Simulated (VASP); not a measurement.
# LiMg2O2 in VASP: notebook

Runs on LiMg2O2. Level: PBE. Tasks: single point.

Program: VASP 6.6.1. These are calculated values, not measurements. Logs are shortened: lines on timing, memory, paths and dates and some standing lists are left out, and cuts for length are marked.

## (1) The cell of the first run

The cell holds a slab with vacuum, 5 atoms: a = 2.982 Å, b = 2.982 Å, c = 20.652 Å, α = 90.00°, β = 90.00°, γ = 60.00°.

## (2) Single point, PBE

INCAR

```
SYSTEM = LiMg2O2
PREC = Accurate
ENCUT = 650
EDIFF = 1E-6
ISMEAR = -1
SIGMA = 0.1
LREAL = .False.
LASPH = .True.
NELM = 120
ALGO = Normal
ISIF = 2
LWAVE = .False.
LCHARG = .False.
LDIPOL = .True.
IDIPOL = 3
DIPOL = 0.5 0.5 0.492
GGA = PE
NBANDS = 18
GGA_COMPAT = .False.
NELMDL = -8
```

KPOINTS

```
regular mesh
0
Gamma
  5 5 1
  0 0 0
```

POSCAR

```
LiMg2O2
1.0
    2.9818692963      0.0000000000      0.0000000000
    1.4909346481      2.5823745613      0.0000000000
    0.0000000000      0.0000000000     20.6520291278
Mg O Li
2 2 1
Direct
    0.0000000000      0.0000000000      0.3680025799
    0.3333333333      0.3333333333      0.4858934695
    0.6666666667      0.6666666667      0.4269480247
    1.0000000000      1.0000000000      0.5448389143
    1.0000000000      1.0000000000      0.6319974201
```

Potentials or basis: VASP PAW PBE potentials, release 64 (Mg, O, Li_sv).

The run is started by

```
cat potpaw_PBE.64/Mg/POTCAR potpaw_PBE.64/O/POTCAR potpaw_PBE.64/Li_sv/POTCAR > POTCAR
mpirun -np 1 vasp_std > vasp.out
```

OUTCAR:

```text
SYSTEM = LiMg2O2
   PREC = Accurate
   ENCUT = 650
   EDIFF = 1E-6
   ISMEAR = -1
   LREAL = .False.
   LASPH = .True.
   NELM = 120
   ISIF = 2
   GGA = PE
   NELMDL = -8

 ion  position               nearest neighbor table
   1  0.000  0.000  0.368-   3 2.11   3 2.11   3 2.11   2 2.98   2 2.98   2 2.98
   2  0.333  0.333  0.486-   3 2.11   4 2.11   3 2.11   4 2.11   4 2.11   3 2.11   1 2.98   1 2.98
                             1 2.98
   3  0.667  0.667  0.427-   2 2.11   1 2.11   2 2.11   1 2.11   1 2.11   2 2.11
   4  0.000  0.000  0.545-   5 1.80   2 2.11   2 2.11   2 2.11
   5  0.000  0.000  0.632-   4 1.80

  LATTYP: Found a hexagonal cell.
 ALAT       =     2.9818692962
 C/A-ratio  =     6.9258666548

  Lattice vectors:

 A1 = (  -1.4909346481,  -2.5823745613,   0.0000000000)
 A2 = (   2.9818692963,   0.0000000000,   0.0000000000)
 A3 = (   0.0000000000,   0.0000000000,  20.6520291278)

Analysis of symmetry for initial positions (statically):
=====================================================================
 Subroutine PRICEL returns:
 Original cell was already a primitive cell.

 Routine SETGRP: Setting up the symmetry group for a
 hexagonal supercell.

 Subroutine GETGRP returns: Found  6 space group operations
 (whereof  6 operations were pure point group operations)
 out of a pool of 24 trial point group operations.

The static configuration has the point symmetry C_3v.

Analysis of symmetry for dynamics (positions and initial velocities):
=====================================================================
 Subroutine PRICEL returns:
 Original cell was already a primitive cell.

 Routine SETGRP: Setting up the symmetry group for a
 hexagonal supercell.

 Subroutine GETGRP returns: Found  6 space group operations
 (whereof  6 operations were pure point group operations)
 out of a pool of 24 trial point group operations.

The dynamic configuration has the point symmetry C_3v.

 Subroutine INISYM returns: Found  6 space group operations
 (whereof  6 operations are pure point group operations),
 and found     1 'primitive' translations

----------------------------------------------------------------------------------------

                                     Primitive cell

  volume of cell :     159.0269

  direct lattice vectors                    reciprocal lattice vectors
     2.981869296  0.000000000  0.000000000     0.335360105 -0.193620247  0.000000000
     1.490934648  2.582374561  0.000000000     0.000000000  0.387240494  0.000000000
     0.000000000  0.000000000 20.652029128     0.000000000  0.000000000  0.048421392

  length of vectors
     2.981869296  2.981869296 20.652029128     0.387240494  0.387240494  0.048421392

  position of ions in fractional coordinates (direct lattice)
     0.000000000  0.000000000  0.368002580
     0.333333333  0.333333333  0.485893469
     0.666666667  0.666666667  0.426948025
     0.000000000  0.000000000  0.544838914
     0.000000000  0.000000000  0.631997420

  ion indices of the primitive-cell ions
   primitive index   ion index
                 1           1
                 2           2
                 3           3
                 4           4
                 5           5

----------------------------------------------------------------------------------------

 KPOINTS: regular mesh

Automatic generation of k-mesh.
 Grid dimensions read from file:
 generate k-points for:    5    5    1

 Generating k-lattice:

  Cartesian coordinates                     Fractional coordinates (reciprocal lattice)
     0.067072021 -0.038724049  0.000000000     0.200000000  0.000000000  0.000000000
     0.000000000  0.077448099  0.000000000     0.000000000  0.200000000  0.000000000
     0.000000000  0.000000000  0.048421392     0.000000000  0.000000000  1.000000000

  Length of vectors
     0.077448099  0.077448099  0.048421392

  Shift w.r.t. Gamma in fractional coordinates (k-lattice)
     0.000000000  0.000000000  0.000000000

 Subroutine IBZKPT returns following result:
 ===========================================

 Found      5 irreducible k-points:

 Following reciprocal coordinates:
            Coordinates               Weight
  0.000000  0.000000  0.000000      1.000000
  0.200000  0.000000  0.000000      6.000000
  0.400000  0.000000  0.000000      6.000000
  0.400000  0.200000  0.000000      6.000000
 -0.400000  0.200000  0.000000      6.000000
   k-points           NKPTS =      5   k-points in BZ     NKDIM =      5   number of bands    NBANDS=     18
   number of dos      NEDOS =    301   number of ions     NIONS =      5
   total plane-waves  NPLWV = 141120
   dimension x,y,z NGX =    28 NGY =   28 NGZ =  180
   dimension x,y,z NGXF=    56 NGYF=   56 NGZF=  360
   ions per type =               2   2   1
   NGX,Y,Z   is equivalent  to a cutoff of  15.61, 15.61, 14.49 a.u.
   NGXF,Y,Z  is equivalent  to a cutoff of  31.22, 31.22, 28.98 a.u.
 SYSTEM =  LiMg2O2
[... 65 lines left out ...]
 fundamental gap:      0.1047849632
 Fermi energy:        -1.2805175680

 k-point     1 :       0.0000    0.0000    0.0000
  band No.  band energies     occupation
      1     -47.2524      2.00000
      2     -20.8159      2.00000
      3     -17.6024      2.00000
      4      -7.6589      2.00000
      5      -4.4954      2.00000
      6      -4.4954      2.00000
      7      -4.3493      2.00000
      8      -2.9717      2.00000
      9      -2.0952      1.99942
     10      -1.2034      0.63225
     11      -1.2034      0.63225
     12       1.5265      0.00000
     13       2.1240      0.00000
     14       2.8792      0.00000
     15       3.7816      0.00000
     16       4.3747      0.00000
     17       5.7714      0.00000
     18       6.6164      0.00000

 k-point     2 :       0.2000    0.0000    0.0000
  band No.  band energies     occupation
      1     -47.2469      2.00000
      2     -20.5527      2.00000
      3     -17.3876      2.00000
      4      -7.2040      2.00000
      5      -6.0850      2.00000
      6      -4.7409      2.00000
      7      -3.6174      2.00000
      8      -2.8437      2.00000
      9      -2.1936      1.99978
     10      -1.4146      1.58509
     11      -1.3309      1.24684
     12       2.6350      0.00000
     13       2.8895      0.00000
     14       3.8984      0.00000
     15       4.6885      0.00000
     16       5.2213      0.00000
     17       6.6679      0.00000
     18       6.9288      0.00000

 k-point     3 :       0.4000    0.0000    0.0000
  band No.  band energies     occupation
      1     -47.2381      2.00000
      2     -20.0815      2.00000
      3     -17.0079      2.00000
      4      -7.8184      2.00000
      5      -6.3311      2.00000
      6      -5.1056      2.00000
      7      -3.9903      2.00000
      8      -3.0765      2.00000
      9      -1.7345      1.97887
     10      -0.7390      0.00885
     11       0.5515      0.00000
     12       2.7751      0.00000
     13       4.1075      0.00000
     14       5.1169      0.00000
     15       5.8330      0.00000
     16       6.1937      0.00000
     17       6.8522      0.00000
     18       7.4326      0.00000

 k-point     4 :       0.4000    0.2000    0.0000
  band No.  band energies     occupation
      1     -47.2398      2.00000
      2     -20.1794      2.00000
      3     -17.0848      2.00000
      4      -7.2382      2.00000
      5      -6.4883      2.00000
      6      -5.5210      2.00000
      7      -3.5477      2.00000
      8      -3.0628      2.00000
      9      -2.0826      1.99934
     10      -1.3081      1.13723
     11      -0.0118      0.00001
     12       3.9813      0.00000
     13       4.2429      0.00000
     14       5.3706      0.00000
     15       5.6709      0.00000
     16       6.2622      0.00000
     17       6.8041      0.00000
     18       6.9679      0.00000

 k-point     5 :      -0.4000    0.2000    0.0000
  band No.  band energies     occupation
      1     -47.2354      2.00000
      2     -19.9304      2.00000
      3     -16.8833      2.00000
      4      -7.6952      2.00000
      5      -6.1666      2.00000
      6      -6.0651      2.00000
      7      -3.8456      2.00000
      8      -2.9393      2.00000
      9      -2.5939      2.00000
     10       0.8323      0.00000
     11       1.8984      0.00000
     12       2.1142      0.00000
     13       3.7045      0.00000
     14       5.1192      0.00000
     15       6.3456      0.00000
     16       6.9927      0.00000
     17       7.3804      0.00000
     18       7.8991      0.00000

------------------------ aborting loop because EDIFF is reached ----------------------------------------

 vacuum level on the upper side and lower side of the slab       (xc-potential included)        -0.371        -0.040

  FORCE on cell =-STRESS in cart. coord.  units (eV):
  Direction    XX          YY          ZZ          XY          YZ          ZX
  --------------------------------------------------------------------------------------
  -------------------------------------------------------------------------------------
  Total        2.2596220      2.2596220     -3.5032900     -0.0000000     -0.0000000      0.0000000
  in kB       22.7654274     22.7654274    -35.2952371     -0.0000000     -0.0000000      0.0000000
  external PRESSURE =       3.4118726 kB  Pullay stress =       0.0000000 kB

 VOLUME and BASIS-vectors are now :
 -----------------------------------------------------------------------------
  energy-cutoff  :      650.00
  volume of cell :      159.03
      direct lattice vectors                 reciprocal lattice vectors
     2.981869296  0.000000000  0.000000000     0.335360105 -0.193620247  0.000000000
     1.490934648  2.582374561  0.000000000     0.000000000  0.387240494  0.000000000
     0.000000000  0.000000000 20.652029128     0.000000000  0.000000000  0.048421392

 POSITION                                       TOTAL-FORCE (eV/Angst)
 -----------------------------------------------------------------------------------
      0.00000      0.00000      7.60000         0.000000      0.000000      0.453831
      1.49093      0.86079     10.03469         0.000000      0.000000      3.061192
      2.98187      1.72158      8.81734        -0.000000     -0.000000     -1.665403
      0.00000      0.00000     11.25203         0.000000      0.000000     -0.712233
      0.00000      0.00000     13.05203         0.000000      0.000000     -1.137388
 -----------------------------------------------------------------------------------
    total drift:                               -0.000000     -0.000000     -0.002541

  FREE ENERGIE OF THE ION-ELECTRON SYSTEM (eV)
  ---------------------------------------------------
  free  energy   TOTEN  =       -22.6509019141 eV

  energy  without entropy=      -22.5474052766  energy(sigma->0) =      -22.59915360

 vacuum level on the upper side and lower side of the slab         2.571         2.910
```

It took 1.9 min on 1 thread of Intel Xeon 8259CL, shared host; peak memory 0.37 GiB.

Results:

| Quantity | Value |
| --- | --- |
| Free energy | -22.6509 eV |
| Largest force | 3.061 eV/Å |
| Band gap on the k mesh | zero (an odd number of electrons rules out a gap without spin polarisation) |

Forces in eV/Å, atoms in the order of the input:
```
Mg   0.000  0.000  0.454
Mg   0.000  0.000  3.061
O    0.000  0.000 -1.665
O    0.000  0.000 -0.712
Li   0.000  0.000 -1.137
```

Caveat: the k points lie up to 0.49 Å⁻¹ apart, too coarse for converged energies and pressures of a metal; an odd number of electrons without spin polarisation forces a metal; a magnetic or distorted state may lie lower.

## (3) Single point, PBE

INCAR

```
SYSTEM = LiMg2O2
  ALGO = Normal
  DIPOL = 0.5 0.5 0.487
  EDIFF = 1E-6
  ENCUT = 650
  GGA = PE
  GGA_COMPAT = .False.
  IDIPOL = 3
  ISIF = 2
  ISMEAR = -1
  LASPH = .True.
  LCHARG = .True.
  LDIPOL = .True.
  LELF = .True.
  LREAL = .False.
  LVACPOTAV = .True.
  LVHAR = .True.
  LWAVE = .False.
  NBANDS = 18
  NELM = 120
  NELMDL = -8
  PREC = Accurate
  SIGMA = 0.1
```

KPOINTS

```
k-points
0
Gamma
  5 5 1
  0 0 0
```

POSCAR

```
LiMg2O2
1.0
    2.9818692963      0.0000000000      0.0000000000
    1.4909346481      2.5823745613      0.0000000000
    0.0000000000      0.0000000000     20.6520291278
Mg O Li
2 2 1
Direct
    0.0000000000      0.0000000000      0.3607393711
    0.3333333333      0.3333333333      0.4786302607
    0.6666666667      0.6666666667      0.4196848159
    1.0000000000      1.0000000000      0.5375757055
    1.0000000000      1.0000000000      0.6392606289
```

Potentials or basis: VASP PAW PBE potentials, release 64 (Mg, O, Li_sv).

The run is started by

```
cat potpaw_PBE.64/Mg/POTCAR potpaw_PBE.64/O/POTCAR potpaw_PBE.64/Li_sv/POTCAR > POTCAR
mpirun -np 1 vasp_std > vasp.out
```

It took 1.8 min on 1 thread of Intel Xeon 8259CL, shared host; peak memory 0.37 GiB.

Results (log left out):

- Free energy: -22.1822 eV
- Largest force: 3.084 eV/Å
- Band gap on the k mesh: zero (an odd number of electrons rules out a gap without spin polarisation)

Forces on the atoms (eV/Å):
```
Mg   0.000  0.000  0.461
Mg   0.000  0.000  3.084
O    0.000  0.000 -1.690
O    0.000  0.000 -0.119
Li   0.000  0.000 -1.737
```

Levels at points of the mesh, in eV from the Fermi level:
```
           k point  band 7  band 8  band 9  band 10  band 11  band 12
(0.00, 0.00, 0.00)   -3.01   -1.72   -0.82     0.14     0.14     2.76
```

Caveat: the k points lie up to 0.49 Å⁻¹ apart, too coarse for converged energies and pressures of a metal; an odd number of electrons without spin polarisation forces a metal; a magnetic or distorted state may lie lower.

## (4) Single point, PBE

INCAR

```
SYSTEM = LiMg2O2
PREC = Accurate
ENCUT = 650
EDIFF = 1E-6
ISMEAR = -1
SIGMA = 0.1
LREAL = .False.
LASPH = .True.
NELM = 120
ALGO = Normal
ISIF = 2
LWAVE = .False.
LCHARG = .True.
LDIPOL = .True.
IDIPOL = 3
DIPOL = 0.5 0.5 0.483
GGA = PE
LELF = .True.
LVHAR = .True.
LVACPOTAV = .True.
NBANDS = 18
GGA_COMPAT = .False.
NELMDL = -8
```

KPOINTS

```
regular mesh
0
Gamma
  5 5 1
  0 0 0
```

POSCAR

```
LiMg2O2
1.0
    2.9818692963      0.0000000000      0.0000000000
    1.4909346481      2.5823745613      0.0000000000
    0.0000000000      0.0000000000     20.6520291278
Mg O Li
2 2 1
Direct
    0.0000000000      0.0000000000      0.3534761623
    0.3333333333      0.3333333333      0.4713670519
    0.6666666667      0.6666666667      0.4124216071
    1.0000000000      1.0000000000      0.5303124967
    1.0000000000      1.0000000000      0.6465238377
```

The run is started by

```
cat potpaw_PBE.64/Mg/POTCAR potpaw_PBE.64/O/POTCAR potpaw_PBE.64/Li_sv/POTCAR > POTCAR
mpirun -np 1 vasp_std > vasp.out
```

It took 1.8 min on 1 thread of Intel Xeon 8259CL, shared host; peak memory 0.37 GiB.

The run converged. Its results:

```yaml
Free_energy: -21.6832 eV
Largest_force: 3.085 eV/Å
Band_gap_on_the_k_mesh: zero (an odd number of electrons rules out a gap without spin polarisation)
```

Forces on the atoms (eV/Å):
```
Mg   0.000  0.000  0.478
Mg   0.000  0.000  3.085
O    0.000  0.000 -1.725
O    0.000  0.000 -0.270
Li   0.000  0.000 -1.568
```

Levels at points of the mesh, in eV from the Fermi level:
| k point | band 5 | band 6 | band 7 | band 8 | band 9 | band 10 | band 11 | band 12 | band 13 | band 14 |
| --- | --- | --- | --- | --- | --- | --- | --- | --- | --- | --- |
| (0.00, 0.00, 0.00) | -3.20 | -3.20 | -2.93 | -1.80 | -1.03 | 0.19 | 0.19 | 2.55 | 3.16 | 4.05 |

Caveat: the k points lie up to 0.49 Å⁻¹ apart, too coarse for converged energies and pressures of a metal; an odd number of electrons without spin polarisation forces a metal; a magnetic or distorted state may lie lower.

## (5) Single point, PBE

INCAR

```
PREC = Accurate
ENCUT = 650
EDIFF = 1E-6
ISMEAR = -1
SIGMA = 0.1
LREAL = F
LASPH = T
NELM = 120
ALGO = Normal
ISIF = 2
LWAVE = F
LCHARG = F
LDIPOL = T
IDIPOL = 3
DIPOL = 0.5 0.5 0.477
GGA = PE
NBANDS = 18
GGA_COMPAT = F
NELMDL = -8
```

KPOINTS

```
regular mesh
0
Gamma
  5 5 1
```

POSCAR

```
LiMg2O2
1.0
    2.9818692963      0.0000000000      0.0000000000
    1.4909346481      2.5823745613      0.0000000000
    0.0000000000      0.0000000000     20.6520291278
Mg O Li
2 2 1
Direct
    0.0000000000      0.0000000000      0.3437918839
    0.3333333333      0.3333333333      0.4616827735
    0.6666666667      0.6666666667      0.4027373287
    1.0000000000      1.0000000000      0.5206282182
    1.0000000000      1.0000000000      0.6562081161
```

The run is started by

```
cat potpaw_PBE.64/Mg/POTCAR potpaw_PBE.64/O/POTCAR potpaw_PBE.64/Li_sv/POTCAR > POTCAR
mpirun -np 1 vasp_std > vasp.out
```

Wall time 1.9 min (1 thread of Intel Xeon 8259CL, shared host); peak memory 0.37 GiB.

The run converged. Its results:

```yaml
Free_energy: -21.1351 eV
Largest_force: 3.068 eV/Å
Band_gap_on_the_k_mesh: zero (an odd number of electrons rules out a gap without spin polarisation)
```

Forces on the atoms (eV/Å):
```
Mg   0.000  0.000  0.510
Mg   0.000  0.000  3.068
O    0.000  0.000 -1.783
O    0.000  0.000 -0.673
Li   0.000  0.000 -1.122
```

Levels at points of the mesh, in eV from the Fermi level:
```
           k point  band 6  band 7  band 8  band 9  band 10  band 11  band 12  band 13
(0.00, 0.00, 0.00)   -3.18   -2.80   -1.96   -1.15     0.23     0.23     1.98     2.99
```

Caveat: the k points lie up to 0.49 Å⁻¹ apart, too coarse for converged energies and pressures of a metal; an odd number of electrons without spin polarisation forces a metal; a magnetic or distorted state may lie lower.

## (6) The runs side by side

| cell | gap on the mesh (eV) | largest force (eV/Å) |
| --- | --- | --- |
| as given, atomic positions A | none | 3.06 |
| as given, atomic positions B | none | 3.08 |
| as given, atomic positions C | none | 3.08 |
| as given, atomic positions D | none | 3.07 |

Alike in all rows: task single point; level PBE; potentials or basis VASP PAW PBE potentials, release 64 (Mg, O, Li_sv); no spin polarisation; k mesh 5 × 5 × 1; cutoff (eV) 650; smearing fermi-dirac 0.1 eV.

Caveats: all runs use coarse meshes; an odd number of electrons without spin polarisation forces a metal; a magnetic or distorted state may lie lower.

Absolute energies hang on the potentials; compare differences alone.
